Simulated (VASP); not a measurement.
Pt, 1 atom in the cell. It takes space group Fm-3m (No. 225, cubic). The conventional cell has a = 3.895 Å, b = 3.895 Å, c = 3.895 Å, α = 90.00°, β = 90.00°, γ = 90.00°. Within 3.6 Å of Pt (site symmetry m-3m) lie 12 Pt at 2.75 Å. 

```yaml
Program: VASP 6.6.1
Task: single point
Functional: LDA
Potentials_or_basis: VASP PAW LDA potentials, release 64 (Pt)
Cutoff: 520 eV
k_mesh: 14 × 14 × 14
Occupations: fermi-dirac, width 0.1 eV
Spin: no spin polarisation
Dipole_correction: no
Further_INCAR_settings: ALGO = Normal; EDIFF = 1e-06; NBANDS = 11
```

Potentials or basis: VASP PAW LDA potentials, release 64 (Pt).

Launch:

```sh
$ cat potpaw_LDA.64/Pt/POTCAR > POTCAR
$ mpirun -np 1 vasp_std > vasp.out
```

Hardware: 1 thread of Intel(R) Xeon(R) Platinum 8488C (Sapphire Rapids), on a shared host.

**Question.** Estimate the wall time of this run.

**Answer.** Wall time 9.8 s on 1 thread of Intel(R) Xeon(R) Platinum 8488C (Sapphire Rapids), with other jobs on the host, peak memory 0.13 GiB. Counts: scf iterations 11, k points 104.
